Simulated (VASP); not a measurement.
# Cd3Ge (I4/mmm) in VASP: further runs

The runs below take Cd3Ge through single point, with LDA.

Program: VASP 6.6.1. These are calculated values, not measurements. Logs are shortened: lines on timing, memory, paths and dates and some standing lists are left out, and cuts for length are marked.

## (1) The cell of the first run

The structure is tetragonal, space group I4/mmm (No. 139). The conventional cell has a = 4.421 Å, b = 4.421 Å, c = 9.172 Å, α = 90.00°, β = 90.00°, γ = 90.00°. Within 4.1 Å of Cd (site symmetry -4m2) lie 8 Cd at 3.13 to 3.18 Å and 4 Ge at 3.18 Å. Within 4.1 Å of Cd (site symmetry 4/mmm) lie 4 Ge at 3.13 Å and 8 Cd at 3.18 Å. Within 4.1 Å of Ge (site symmetry 4/mmm) lie 12 Cd at 3.13 to 3.18 Å.

## (2) Single point, LDA

File INCAR:

```
SYSTEM = Cd3Ge
PREC = Accurate
ENCUT = 520
EDIFF = 1E-6
ISMEAR = 1
SIGMA = 0.1
LREAL = .FALSE.
LASPH = .TRUE.
NELM = 80
ALGO = Normal
ISIF = 2
LWAVE = .FALSE.
LCHARG = .FALSE.
GGA = CA
NBANDS = 33
```

File KPOINTS:

```
Automatic mesh
0
G
  6 6 6
  0 0 0
```

File POSCAR:

```
Cd3Ge
1.0
   -2.2103470000      2.2103470000      4.5858760000
    2.2103470000     -2.2103470000      4.5858760000
    2.2103470000      2.2103470000     -4.5858760000
Cd Ge
3 1
Direct
    0.7500000000      0.2500000000      0.5000000000
    0.2500000000      0.7500000000      0.5000000000
    0.5000000000      0.5000000000      0.0000000000
    0.0000000000      0.0000000000      0.0000000000
```

Potentials or basis: VASP PAW LDA potentials, release 64 (Cd, Ge_d).

The run is started by

```console
$ cat potpaw_LDA.64/Cd/POTCAR potpaw_LDA.64/Ge_d/POTCAR > POTCAR
$ mpirun -np 1 vasp_std > vasp.out
```

OUTCAR:

```text
SYSTEM = Cd3Ge
   PREC = Accurate
   ENCUT = 520
   EDIFF = 1E-6
   ISMEAR = 1
   LREAL = .FALSE.
   LASPH = .TRUE.
   NELM = 80
   ISIF = 2
   GGA = CA

 ion  position               nearest neighbor table
   1  0.750  0.250  0.500-   2 3.13   2 3.13   2 3.13   2 3.13   4 3.18   3 3.18   4 3.18   4 3.18
                             3 3.18   3 3.18   4 3.18   3 3.18
   2  0.250  0.750  0.500-   1 3.13   1 3.13   1 3.13   1 3.13   4 3.18   3 3.18   4 3.18   3 3.18
                             4 3.18   4 3.18   3 3.18   3 3.18
   3  0.500  0.500  0.000-   4 3.13   4 3.13   4 3.13   4 3.13   2 3.18   1 3.18   2 3.18   1 3.18
                             2 3.18   2 3.18   1 3.18   1 3.18
   4  0.000  0.000  0.000-   3 3.13   3 3.13   3 3.13   3 3.13   2 3.18   1 3.18   2 3.18   2 3.18
                             1 3.18   1 3.18   2 3.18   1 3.18

  LATTYP: Found a body centered tetragonal cell.
 ALAT       =     4.4206940000
 C/A-ratio  =     2.0747312526

  Lattice vectors:

 A1 = (  -2.2103470000,   2.2103470000,   4.5858760000)
 A2 = (   2.2103470000,  -2.2103470000,   4.5858760000)
 A3 = (   2.2103470000,   2.2103470000,  -4.5858760000)

Analysis of symmetry for initial positions (statically):
=====================================================================
 Subroutine PRICEL returns:
 Original cell was already a primitive cell.

 Routine SETGRP: Setting up the symmetry group for a
 body centered tetragonal supercell.

 Subroutine GETGRP returns: Found 16 space group operations
 (whereof 16 operations were pure point group operations)
 out of a pool of 16 trial point group operations.

The static configuration has the point symmetry D_4h.

Analysis of symmetry for dynamics (positions and initial velocities):
=====================================================================
 Subroutine PRICEL returns:
 Original cell was already a primitive cell.

 Routine SETGRP: Setting up the symmetry group for a
 body centered tetragonal supercell.

 Subroutine GETGRP returns: Found 16 space group operations
 (whereof 16 operations were pure point group operations)
 out of a pool of 16 trial point group operations.

The dynamic configuration has the point symmetry D_4h.

 Subroutine INISYM returns: Found 16 space group operations
 (whereof 16 operations are pure point group operations),
 and found     1 'primitive' translations

----------------------------------------------------------------------------------------

                                     Primitive cell

  volume of cell :      89.6196

  direct lattice vectors                    reciprocal lattice vectors
    -2.210347000  2.210347000  4.585876000     0.000000000  0.226208826  0.109030423
     2.210347000 -2.210347000  4.585876000     0.226208826  0.000000000  0.109030423
     2.210347000  2.210347000 -4.585876000     0.226208826  0.226208826  0.000000000

  length of vectors
     5.549912288  5.549912288  5.549912288     0.251113652  0.251113652  0.319907590

  position of ions in fractional coordinates (direct lattice)
     0.750000000  0.250000000  0.500000000
     0.250000000  0.750000000  0.500000000
     0.500000000  0.500000000  0.000000000
     0.000000000  0.000000000  0.000000000

  ion indices of the primitive-cell ions
   primitive index   ion index
                 1           1
                 2           2
                 3           3
                 4           4

----------------------------------------------------------------------------------------

 KPOINTS: Automatic mesh

Automatic generation of k-mesh.
 Grid dimensions read from file:
 generate k-points for:    6    6    6

 Generating k-lattice:

  Cartesian coordinates                     Fractional coordinates (reciprocal lattice)
     0.000000000  0.037701471  0.018171737     0.166666667  0.000000000  0.000000000
     0.037701471  0.000000000  0.018171737     0.000000000  0.166666667  0.000000000
     0.037701471  0.037701471  0.000000000     0.000000000  0.000000000  0.166666667

  Length of vectors
     0.041852275  0.041852275  0.053317932

  Shift w.r.t. Gamma in fractional coordinates (k-lattice)
     0.000000000  0.000000000  0.000000000

 Subroutine IBZKPT returns following result:
 ===========================================

 Found     30 irreducible k-points:

 Following reciprocal coordinates:
            Coordinates               Weight
  0.000000  0.000000  0.000000      1.000000
  0.166667  0.000000 -0.000000      8.000000
  0.333333  0.000000  0.000000      8.000000
  0.500000  0.000000  0.000000      4.000000
  0.166667  0.166667 -0.000000      8.000000
  0.333333  0.166667  0.000000     16.000000
[... 16 lines left out ...]
 -0.333333 -0.333333  0.166667      8.000000
 -0.166667 -0.333333  0.166667      8.000000
 [... further k-points ...]
   k-points           NKPTS =     30   k-points in BZ     NKDIM =     30   number of bands    NBANDS=     33
   number of dos      NEDOS =    301   number of ions     NIONS =      4
   total plane-waves  NPLWV =  74088
   dimension x,y,z NGX =    42 NGY =   42 NGZ =   42
   dimension x,y,z NGXF=    84 NGYF=   84 NGZF=   84
   ions per type =               3   1
   NGX,Y,Z   is equivalent  to a cutoff of  12.58, 12.58, 12.58 a.u.
   NGXF,Y,Z  is equivalent  to a cutoff of  25.16, 25.16, 25.16 a.u.
 SYSTEM =  Cd3Ge
   PREC   = accura    normal or accurate (medium, high low for compatibility)
   ISTART =      0    job   : 0-new  1-cont  2-samecut
   ICHARG =      2    charge: 1-file 2-atom 10-const
   ISPIN  =      1    spin polarized calculation?
   LNONCOLLINEAR =      F non collinear calculations
   LSORBIT =      F    spin-orbit coupling
   LASPH  =      T    aspherical Exc in radial PAW
   ENCUT  =  520.0 eV  38.22 Ry    6.18 a.u.  10.32 10.32 10.32*2*pi/ulx,y,z
   NELM   =     80;   NELMIN=  2; NELMDL= -5     # of ELM steps
   EDIFF  = 0.1E-05   stopping-criterion for ELM
   LREAL  =      F    real-space projection
[... 7 lines left out ...]
   TEBEG  =    0.0;   TEEND  =   0.0 temperature during run
   PSTRESS=    0.0 pullay stress
   NELECT =      50.0000    total number of electrons
   NUPDOWN=      -1.0000    fix difference up-down
   EMIN   =  10.00;   EMAX   =-10.00  energy-range for DOS
   EFERMI =   0.00;   METHOD = LEGACY
   ISMEAR =     1;   SIGMA  =   0.10  broadening in eV -4-tet -1-fermi 0-gaus
   EFERMI_NEDOS =   21; number of points for ismear=-14 and -15
   IALGO  =     38    algorithm
   IMIX   =      4    mixing-type and parameters
     AMIX     =   0.40;   BMIX     =  1.00
     AMIX_MAG =   1.60;   BMIX_MAG =  1.00
  volume/ion in A,a.u.               =      22.40       151.20
  Fermi-wavevector in a.u.,A,eV,Ry     =   1.347712  2.546806 24.712638  1.816328
  Thomas-Fermi vector in A             =   2.475440
   LORBIT       =      0    0 simple, 1 ext, 2 COOP (PROOUT), +10 PAW based schemes
   GGA     = CA    functional components
   LHFCALC =     F    Hartree Fock is set to
   AEXX    =    0.0000 exact exchange contribution
   IVDW    =     0    specifies the selected vdW correction
   LEPSILON=     F    determine dielectric tensor
   LRPA    =     F    only Hartree local field effects (RPA)
 non-spin polarized calculation
 Methfessel and Paxton  Order N= 1 SIGMA  =   0.10
  energy-cutoff  :      520.00
  volume of cell :       89.62
 maximum number of plane-waves:      2445
 NGX is ok and might be reduce to    42
   NGX = 21   NGY = 21   NGZ = 21

 number of electron      49.9999992 magnetization

 Free energy of the ion-electron system (eV)
  ---------------------------------------------------
  ext. energy  EPLUGINS =         0.00000000
  ---------------------------------------------------
  free energy    TOTEN  =        -9.06997125 eV

  energy without entropy =       -9.07068826  energy(sigma->0) =       -9.07021025

 E-fermi :   2.9842     XC(G=0): -11.0705

 val. band max:        2.9378484168   @ k =  -0.1667   0.1667   0.0000
 cond. band min:       3.1235432782   @ k =   0.5000   0.1667  -0.0000
 fundamental gap:      0.1856948615
 Fermi energy:         2.9841741654

 k-point     1 :       0.0000    0.0000    0.0000
  band No.  band energies     occupation
      1     -21.7696      2.00000
      2     -21.7685      2.00000
      3     -21.7685      2.00000
      4     -21.7661      2.00000
      5     -21.7646      2.00000
      6      -7.1141      2.00000
[... 25 lines left out ...]
     32       9.0722      0.00000
     33       9.0722      0.00000

 k-point     2 :       0.1667    0.0000   -0.0000
  band No.  band energies     occupation
      1     -21.7695      2.00000
      2     -21.7686      2.00000
      3     -21.7685      2.00000
      4     -21.7661      2.00000
      5     -21.7643      2.00000
      6      -6.9244      2.00000
[... 25 lines left out ...]
     32       8.0518      0.00000
     33       8.7057      0.00000

 k-point     3 :       0.3333    0.0000    0.0000
  band No.  band energies     occupation
      1     -21.7692      2.00000
      2     -21.7688      2.00000
      3     -21.7684      2.00000
      4     -21.7661      2.00000
      5     -21.7636      2.00000
      6      -6.5650      2.00000
[... 25 lines left out ...]
     32       9.6270      0.00000
     33       9.8160      0.00000

 k-point     4 :       0.5000    0.0000    0.0000
  band No.  band energies     occupation
      1     -21.7691      2.00000
      2     -21.7689      2.00000
      3     -21.7684      2.00000
      4     -21.7661      2.00000
      5     -21.7632      2.00000
      6      -6.3535      2.00000
[... 25 lines left out ...]
     32       9.1897      0.00000
     33       9.3177      0.00000

 k-point     5 :       0.1667    0.1667   -0.0000
  band No.  band energies     occupation
      1     -21.7693      2.00000
      2     -21.7686      2.00000
      3     -21.7685      2.00000
      4     -21.7661      2.00000
      5     -21.7640      2.00000
      6      -6.7718      2.00000
[... 604 lines left out ...]
 k-point    22 :      -0.1667    0.5000    0.1667
  band No.  band energies     occupation
      1     -21.7692      2.00000
      2     -21.7688      2.00000
      3     -21.7684      2.00000
      4     -21.7661      2.00000
      5     -21.7636      2.00000
      6      -6.5143      2.00000
[... 25 lines left out ...]
     32       9.2430      0.00000
     33       9.6582      0.00000

 k-point    23 :      -0.3333   -0.3333    0.1667
  band No.  band energies     occupation
      1     -21.7693      2.00000
      2     -21.7686      2.00000
      3     -21.7686      2.00000
      4     -21.7661      2.00000
      5     -21.7641      2.00000
      6      -6.6818      2.00000
[... 25 lines left out ...]
     32       9.2604      0.00000
     33       9.8242      0.00000

 k-point    24 :      -0.1667   -0.3333    0.1667
  band No.  band energies     occupation
      1     -21.7694      2.00000
      2     -21.7686      2.00000
      3     -21.7685      2.00000
      4     -21.7661      2.00000
      5     -21.7644      2.00000
      6      -6.7818      2.00000
[... 25 lines left out ...]
     32       8.7222      0.00000
     33       9.5723      0.00000

 [... further k-points ...]
[... 5 lines left out ...]
  --------------------------------------------------------------------------------------
  -------------------------------------------------------------------------------------
  Total       -3.2518222     -3.2518222     -3.8691767      0.0000000      0.0000000     -0.0000000
  in kB      -58.1345285    -58.1345285    -69.1712979      0.0000000      0.0000000     -0.0000000
  external PRESSURE =     -61.8134517 kB  Pullay stress =       0.0000000 kB

 VOLUME and BASIS-vectors are now :
 -----------------------------------------------------------------------------
  energy-cutoff  :      520.00
  volume of cell :       89.62
      direct lattice vectors                 reciprocal lattice vectors
    -2.210347000  2.210347000  4.585876000     0.000000000  0.226208826  0.109030423
     2.210347000 -2.210347000  4.585876000     0.226208826  0.000000000  0.109030423
     2.210347000  2.210347000 -4.585876000     0.226208826  0.226208826  0.000000000

 POSITION                                       TOTAL-FORCE (eV/Angst)
 -----------------------------------------------------------------------------------
      0.00000      2.21035      2.29294        -0.000000     -0.000000     -0.000000
      2.21035      0.00000      2.29294         0.000000      0.000000      0.000000
      0.00000      0.00000      4.58588        -0.000000     -0.000000      0.000000
      0.00000      0.00000      0.00000        -0.000000     -0.000000      0.000000
 -----------------------------------------------------------------------------------
    total drift:                               -0.000000      0.000000      0.000000

  FREE ENERGIE OF THE ION-ELECTRON SYSTEM (eV)
  ---------------------------------------------------
  free  energy   TOTEN  =        -9.0699712499 eV

  energy  without entropy=       -9.0706882586  energy(sigma->0) =       -9.07021025
```

It took 2.1 min on 1 thread of Oxide Virtual Turin-like, shared host; peak memory 0.21 GiB.

Results:

* Free energy: -9.0700 eV
* Pressure: -6.2 GPa
* Band gap on the k mesh: zero (band 25 reaches 4.23 eV, above the bottom of band 26 at 1.25 eV)

Stress tensor (GPa, compression positive):
```
-5.81  0.00  0.00
 0.00 -5.81  0.00
 0.00  0.00 -6.92
```

(Continued in part 2 of 2.)
